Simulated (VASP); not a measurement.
Write the native input for VASP 6.6.1 that does the following.

| Item | Value |
| --- | --- |
| Task | single point |
| Functional | RPBE |
| Potentials or basis | VASP PAW PBE potentials, release 64 (Sr_sv, O) |
| Cutoff | 520 eV |
| k mesh | 9 × 9 × 9 |
| Occupations | fermi-dirac, width 0.05 eV |
| Spin | no spin polarisation |
| Dipole correction | no |
| Further INCAR settings | ALGO = Normal; EDIFF = 1e-06; NBANDS = 15 |

The structure of SrO lies in POSCAR:

```
SrO
1.0
    0.0000000000      2.5490759911      2.5490759911
    2.5490759911      0.0000000000      2.5490759911
    2.5490759911      2.5490759911      0.0000000000
Sr O
1 1
Direct
    0.5000000000      0.5000000000      0.5000000000
    0.0000000000      0.0000000000      0.0000000000
```

These files were run (other wordings do the same):

INCAR

```
SYSTEM = SrO
ALGO = Normal
EDIFF = 1E-6
ENCUT = 520
GGA = RP
ISIF = 2
ISMEAR = -1
LASPH = .True.
LCHARG = .False.
LREAL = .False.
LWAVE = .False.
NBANDS = 15
NELM = 80
PREC = Accurate
SIGMA = 0.05
```

KPOINTS

```
k-points
0
Gamma
  9 9 9
  0 0 0
```

Potentials or basis: VASP PAW PBE potentials, release 64 (Sr_sv, O).

Command:

```sh
$ cat potpaw_PBE.64/Sr_sv/POTCAR potpaw_PBE.64/O/POTCAR > POTCAR
$ mpirun -np 1 vasp_std > vasp.out
```

Results of the run:

```
Pressure               : 9.2 GPa
Band gap on the k mesh : 3.42 eV, indirect (least direct gap 3.50 eV)
```

Caveat: the PAW data sets were made with another functional, which shifts forces and pressure a little.

Run time: 19 s on 1 thread of AMD EPYC 7R43 64-Core Processor (Zen 3), with other jobs on the host, peak memory 0.13 GiB.
